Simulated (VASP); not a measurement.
# Mg8F15 (a cell with a defect) in VASP: single point with PBE

Aim: the single point of Mg8F15 (a cell with a defect) with PBE.

Everything below comes from runs of VASP 6.6.1. Logs are shortened: lines on timing, memory, paths and dates and some standing lists are left out, and cuts for length are marked.

### Step 1. The cell of the first run

The cell holds a defect, 23 atoms: a = 6.644 Å, b = 6.644 Å, c = 7.767 Å, α = 115.32°, β = 115.32°, γ = 90.00°.

### Step 2. Single point, PBE

Input file INCAR:

```
  PREC = Accurate
  ENCUT = 520
  EDIFF = 1E-6
  ISMEAR = 0
  SIGMA = 0.05
  LREAL = False
  LASPH = True
  NELM = 120
  ALGO = Normal
  ISIF = 2
  LWAVE = False
  LCHARG = True
  GGA = PE
  LELF = True
  LVHAR = True
  NELECT = 120.0
  NBANDS = 78
  GGA_COMPAT = False
```

Input file KPOINTS:

```
regular mesh
0
Gamma
  4 4 4
```

Input file POSCAR:

```
Mg8F15
1.0
   -4.6978727317      4.6978727317      0.0000000000
    4.6978727317      4.6978727317      0.0000000000
    0.0000000000     -4.6978727317     -6.1851578341
Mg F
8 15
Direct
    0.7500000000      0.7500000504      0.5000000000
    0.5010028916      0.5010029319      0.0020057833
    0.2500000000      0.2499997864      0.5000000000
   -0.0010028916     -0.0010028514     -0.0020057833
    0.1090668332      0.6090667731      0.2181336665
    0.8704392996      0.3704393476      0.7408785992
    0.6295607004      0.1295607484      0.2591214008
    0.3909331668      0.8909331066      0.7818663335
   -0.0055324283      0.2953084426     -0.0110648566
    0.7500000000      0.0509651219      0.5000000000
    0.5055324283      0.8063732992      0.0110648566
    0.4228872299      0.6253519884      0.2507039589
    0.1789211496      0.3699758912      0.7399517512
    0.9389693984      0.1300241400      0.2600482488
    0.6721832710      0.8746480295      0.7492960411
    0.2500000000      0.7499999074      0.5000000000
   -0.0055323676      0.6936267771     -0.0110647353
    0.7500000000      0.4490349480      0.5000000000
    0.5055323676      0.2046915124      0.0110647353
    0.8278167290      0.6253519884      0.2507039589
    0.5610306016      0.3699758912      0.7399517512
    0.3210788504      0.1300241400      0.2600482488
    0.0771127701      0.8746480295      0.7492960411
```

Potentials or basis: VASP PAW PBE potentials, release 64 (Mg, F).

Command:

```
> cat potpaw_PBE.64/Mg/POTCAR potpaw_PBE.64/F/POTCAR > POTCAR
> mpirun -np 1 vasp_std > vasp.out
```

OUTCAR:

```text
PREC = Accurate
   ENCUT = 520
   EDIFF = 1E-6
   ISMEAR = 0
   LREAL = False
   LASPH = True
   NELM = 120
   ISIF = 2
   GGA = PE
   NELECT = 120.0

 ion  position               nearest neighbor table
   1  0.750  0.750  0.500-  10 2.00  18 2.00  15 2.05  12 2.05  20 2.05  23 2.05   2 3.08   4 3.08
                             6 3.64   7 3.64   7 3.64   6 3.64
   2  0.501  0.501  0.002-  11 2.00  19 2.00  12 2.04  20 2.04  13 2.06  21 2.06   1 3.08   3 3.10
                             5 3.58   5 3.58   8 3.59   8 3.59
   3  0.250  0.250  0.500-  13 1.95  14 1.95  22 1.95  21 1.95   2 3.10   4 3.10   7 3.64   6 3.64
                             7 3.64   6 3.64
   4  0.999  0.999  0.998-   9 2.00  17 2.00  23 2.04  15 2.04  22 2.06  14 2.06   1 3.08   3 3.10
                             8 3.58   8 3.58   5 3.59   5 3.59
   5  0.109  0.609  0.218-  16 1.74   9 1.94  17 1.94  20 1.99  12 1.99   6 2.95   8 3.49   2 3.58
                             2 3.58   4 3.59   4 3.59
   6  0.870  0.370  0.741-  18 1.99  10 1.99   9 2.03  17 2.03  13 2.05  21 2.05   5 2.95   7 2.98
                             1 3.64   3 3.64   3 3.64   1 3.64
   7  0.630  0.130  0.259-  18 1.99  10 1.99  11 2.03  19 2.03  14 2.05  22 2.05   8 2.95   6 2.98
                             1 3.64   3 3.64   3 3.64   1 3.64
   8  0.391  0.891  0.782-  16 1.74  11 1.94  19 1.94  15 1.99  23 1.99   7 2.95   5 3.49   4 3.58
                             4 3.58   2 3.59   2 3.59
   9  0.994  0.295  0.989-   5 1.94   4 2.00   6 2.03
  10  0.750  0.051  0.500-   6 1.99   7 1.99   1 2.00
  11  0.506  0.806  0.011-   8 1.94   2 2.00   7 2.03
  12  0.423  0.625  0.251-   5 1.99   2 2.04   1 2.05
  13  0.179  0.370  0.740-   3 1.95   6 2.05   2 2.06
  14  0.939  0.130  0.260-   3 1.95   7 2.05   4 2.06
  15  0.672  0.875  0.749-   8 1.99   4 2.04   1 2.05
  16  0.250  0.750  0.500-   5 1.74   8 1.74
  17  0.994  0.694  0.989-   5 1.94   4 2.00   6 2.03
  18  0.750  0.449  0.500-   7 1.99   6 1.99   1 2.00
  19  0.506  0.205  0.011-   8 1.94   2 2.00   7 2.03
  20  0.828  0.625  0.251-   5 1.99   2 2.04   1 2.05
  21  0.561  0.370  0.740-   3 1.95   6 2.05   2 2.06
  22  0.321  0.130  0.260-   3 1.95   7 2.05   4 2.06
  23  0.077  0.875  0.749-   8 1.99   4 2.04   1 2.05

  LATTYP: Found a body centered tetragonal cell.
 ALAT       =     6.6437953315
 C/A-ratio  =     1.8619350915

  Lattice vectors:

 A1 = (  -4.6978727317,   0.0000000000,   6.1851578341)
 A2 = (   4.6978727317,   0.0000000000,   6.1851578341)
 A3 = (   0.0000000000,   4.6978727317,  -6.1851578341)

Analysis of symmetry for initial positions (statically):
=====================================================================
 Subroutine PRICEL returns:
 Original cell was already a primitive cell.

 Routine SETGRP: Setting up the symmetry group for a
 body centered tetragonal supercell.

 Subroutine GETGRP returns: Found  8 space group operations
 (whereof  4 operations were pure point group operations)
 out of a pool of 16 trial point group operations.

The static configuration has the point symmetry C_2v.
 The point group associated with its full space group is D_2h.

Analysis of symmetry for dynamics (positions and initial velocities):
=====================================================================
 Subroutine PRICEL returns:
 Original cell was already a primitive cell.

 Routine SETGRP: Setting up the symmetry group for a
 body centered tetragonal supercell.

 Subroutine GETGRP returns: Found  8 space group operations
 (whereof  4 operations were pure point group operations)
 out of a pool of 16 trial point group operations.

The dynamic configuration has the point symmetry C_2v.
 The point group associated with its full space group is D_2h.

 Subroutine INISYM returns: Found  8 space group operations
 (whereof  4 operations are pure point group operations),
 and found     1 'primitive' translations

----------------------------------------------------------------------------------------

                                     Primitive cell

  volume of cell :     273.0130

  direct lattice vectors                    reciprocal lattice vectors
    -4.697872732  4.697872732  0.000000000    -0.106431151  0.106431151 -0.080838681
[... 57 lines left out ...]
----------------------------------------------------------------------------------------

 KPOINTS: regular mesh

Automatic generation of k-mesh.
 Grid dimensions read from file:
 generate k-points for:    4    4    4

 Generating k-lattice:

  Cartesian coordinates                     Fractional coordinates (reciprocal lattice)
    -0.026607788  0.026607788 -0.020209670     0.250000000  0.000000000  0.000000000
     0.026607788  0.026607788 -0.020209670     0.000000000  0.250000000  0.000000000
     0.000000000  0.000000000 -0.040419340     0.000000000  0.000000000  0.250000000

  Length of vectors
     0.042712756  0.042712756  0.040419340

  Shift w.r.t. Gamma in fractional coordinates (k-lattice)
     0.000000000  0.000000000  0.000000000

 Subroutine IBZKPT returns following result:
 ===========================================

 Found     18 irreducible k-points:

 Following reciprocal coordinates:
            Coordinates               Weight
  0.000000  0.000000  0.000000      1.000000
  0.250000  0.000000 -0.000000      4.000000
  0.000000 -0.250000  0.250000      4.000000
  0.500000  0.000000 -0.000000      2.000000
  0.000000  0.500000  0.500000      2.000000
  0.250000  0.250000 -0.000000      8.000000
[... 10 lines left out ...]
  0.500000  0.500000  0.250000      2.000000
  0.000000  0.000000  0.500000      1.000000
   k-points           NKPTS =     18   k-points in BZ     NKDIM =     18   number of bands    NBANDS=     78
   number of dos      NEDOS =    301   number of ions     NIONS =     23
   total plane-waves  NPLWV = 150000
   dimension x,y,z NGX =    50 NGY =   50 NGZ =   60
   dimension x,y,z NGXF=   100 NGYF=  100 NGZF=  120
   ions per type =               8  15
   NGX,Y,Z   is equivalent  to a cutoff of  12.51, 12.51, 12.84 a.u.
   NGXF,Y,Z  is equivalent  to a cutoff of  25.02, 25.02, 25.68 a.u.
 SYSTEM =  unknown system
   PREC   = accura    normal or accurate (medium, high low for compatibility)
   ISTART =      0    job   : 0-new  1-cont  2-samecut
   ICHARG =      2    charge: 1-file 2-atom 10-const
   ISPIN  =      1    spin polarized calculation?
   LNONCOLLINEAR =      F non collinear calculations
   LSORBIT =      F    spin-orbit coupling
   LASPH  =      T    aspherical Exc in radial PAW
   ENCUT  =  520.0 eV  38.22 Ry    6.18 a.u.  12.35 12.35 14.44*2*pi/ulx,y,z
   NELM   =    120;   NELMIN=  2; NELMDL= -5     # of ELM steps
   EDIFF  = 0.1E-05   stopping-criterion for ELM
   LREAL  =      F    real-space projection
   EDIFFG = 0.1E-04   stopping-criterion for IOM
   NSW    =      0    number of steps for IOM
   IBRION =     -1    ionic relax: 0-MD 1-quasi-New 2-CG
   NFREE  =      0    steps in history (QN), initial steepest desc. (CG)
   ISIF   =      2    stress and relaxation
   ISYM   =      2    0-nonsym 1-usesym 2-fastsym
   POTIM  = 0.5000    time-step for ionic-motion
   TEBEG  =    0.0;   TEEND  =   0.0 temperature during run
   PSTRESS=    0.0 pullay stress
   NELECT =     120.0000    total number of electrons
   NUPDOWN=      -1.0000    fix difference up-down
   EMIN   =  10.00;   EMAX   =-10.00  energy-range for DOS
   EFERMI =   0.00;   METHOD = LEGACY
   ISMEAR =     0;   SIGMA  =   0.05  broadening in eV -4-tet -1-fermi 0-gaus
   EFERMI_NEDOS =   21; number of points for ismear=-14 and -15
   IALGO  =     38    algorithm
   IMIX   =      4    mixing-type and parameters
     AMIX     =   0.40;   BMIX     =  1.00
     AMIX_MAG =   1.60;   BMIX_MAG =  1.00
  volume/ion in A,a.u.               =      11.87        80.10
  Fermi-wavevector in a.u.,A,eV,Ry     =   1.244727  2.352193 21.080127  1.549346
  Thomas-Fermi vector in A             =   2.378981
   LORBIT       =      0    0 simple, 1 ext, 2 COOP (PROOUT), +10 PAW based schemes
   GGA     = PE    functional components
   LHFCALC =     F    Hartree Fock is set to
   AEXX    =    0.0000 exact exchange contribution
   IVDW    =     0    specifies the selected vdW correction
   LEPSILON=     F    determine dielectric tensor
   LRPA    =     F    only Hartree local field effects (RPA)
 non-spin polarized calculation
 Gauss-broadening in eV      SIGMA  =   0.05
  energy-cutoff  :      520.00
  volume of cell :      273.01
 maximum number of plane-waves:      7407
 NGX is ok and might be reduce to    50
   NGX = 25   NGY = 25   NGZ = 29

 number of electron     120.0000017 magnetization

 Free energy of the ion-electron system (eV)
  ---------------------------------------------------
  ext. energy  EPLUGINS =         0.00000000
  ---------------------------------------------------
  free energy    TOTEN  =      -120.63598335 eV

  energy without entropy =     -120.63598335  energy(sigma->0) =     -120.63598335

 E-fermi :  -1.2947     XC(G=0):  -9.1839

 val. band max:       -1.5537147445   @ k =   0.0000   0.0000   0.0000
 cond. band min:       4.3251600824   @ k =   0.0000   0.0000   0.0000
 fundamental gap:      5.8788748269
 Fermi energy:        -1.2947165989

 k-point     1 :       0.0000    0.0000    0.0000
  band No.  band energies     occupation
      1     -22.2947      2.00000
      2     -22.0285      2.00000
      3     -21.9561      2.00000
      4     -21.8062      2.00000
      5     -21.7929      2.00000
      6     -21.7566      2.00000
[... 1339 lines left out ...]
     71      11.2344      0.00000
     72      11.3382      0.00000
 [bands above 72 left out]

------------------------ aborting loop because EDIFF is reached ----------------------------------------

  FORCE on cell =-STRESS in cart. coord.  units (eV):
  Direction    XX          YY          ZZ          XY          YZ          ZX
  --------------------------------------------------------------------------------------
  -------------------------------------------------------------------------------------
  Total       -6.2593288     -6.2593288      4.5585331      1.1594797      0.0000000      0.0000000
  in kB      -36.7328878    -36.7328878     26.7517638      6.8044094      0.0000000      0.0000000
  external PRESSURE =     -15.5713373 kB  Pullay stress =       0.0000000 kB

 VOLUME and BASIS-vectors are now :
 -----------------------------------------------------------------------------
  energy-cutoff  :      520.00
  volume of cell :      273.01
      direct lattice vectors                 reciprocal lattice vectors
    -4.697872732  4.697872732  0.000000000    -0.106431151  0.106431151 -0.080838681
     4.697872732  4.697872732  0.000000000     0.106431151  0.106431151 -0.080838681
     0.000000000 -4.697872732 -6.185157834     0.000000000  0.000000000 -0.161677362

 POSITION                                       TOTAL-FORCE (eV/Angst)
 -----------------------------------------------------------------------------------
      0.00000      4.69787     -3.09258         0.000000      0.000000      0.000000
      0.00000      4.69787     -0.01241        -0.000000      0.000000     -0.432470
     -0.00000     -0.00000     -3.09258         0.000000      0.000000      0.000000
      0.00000      4.69787     -6.17275         0.000000     -0.000000      0.432470
      2.34894      2.34894     -1.34919        -0.000000      0.000000      1.810224
     -2.34894      2.34894     -4.58245         0.000000      0.000000     -0.081582
[... 15 lines left out ...]
     -0.89755      0.89755     -1.60844         0.060387     -0.060387     -0.129290
      3.74672      0.95115     -4.63451         0.323791     -0.323791     -0.387029
 -----------------------------------------------------------------------------------
    total drift:                                0.000975      0.001091     -0.002034

  FREE ENERGIE OF THE ION-ELECTRON SYSTEM (eV)
  ---------------------------------------------------
  free  energy   TOTEN  =      -120.6359833492 eV

  energy  without entropy=     -120.6359833492  energy(sigma->0) =     -120.63598335
```

Run time: 7.5 min. Hardware: 1 thread of Intel Xeon Platinum 8375C at 2.90GHz (Ice Lake), shared host; peak memory 0.54 GiB.

What came out:

| Property | Result |
| --- | --- |
| Free energy | -120.6360 eV |
| Largest force | 1.810 eV/Å |

Forces on the atoms (eV/Å):
```
Mg   0.000  0.000  0.000
Mg   0.000  0.000 -0.432
Mg   0.000  0.000  0.000
Mg   0.000  0.000  0.432
Mg   0.000  0.000  1.810
Mg   0.000  0.000 -0.082
Mg   0.000  0.000  0.082
Mg   0.000  0.000 -1.810
F   -0.028 -0.028  0.038
F    0.100  0.100  0.000
F   -0.028 -0.028 -0.038
F   -0.324  0.324  0.387
F   -0.060  0.060  0.129
F   -0.060  0.060 -0.129
F   -0.324  0.324 -0.387
F    0.000  0.000  0.000
F    0.028  0.028  0.038
F   -0.100 -0.100  0.000
F    0.028  0.028 -0.038
F    0.324 -0.324  0.387
F    0.060 -0.060  0.129
F    0.060 -0.060 -0.129
F    0.324 -0.324 -0.387
```

Levels at points of the mesh, in eV from the Fermi level:
```csv
k point,band 57,band 58,band 59,band 60,band 61,band 62,band 63,band 64
"(0.00, 0.00, 0.00)",-0.74,-0.48,-0.33,-0.26,5.62,8.71,9.24,10.15
"(0.50, 0.00, 0.00)",-0.60,-0.57,-0.55,-0.41,6.55,8.03,8.78,9.66
"(0.00, 0.50, 0.50)",-0.69,-0.56,-0.44,-0.27,6.91,7.36,9.06,9.38
"(0.50, 0.50, 0.00)",-0.61,-0.61,-0.52,-0.46,7.24,7.64,9.19,9.48
"(0.00, 0.00, 0.50)",-0.56,-0.55,-0.44,-0.28,6.53,7.75,8.71,9.86
```

Caveat: the cell carries a net charge on a neutralising background, which shifts energy and pressure; the cell is charged against a uniform background, so pressure and absolute levels hang on convention.
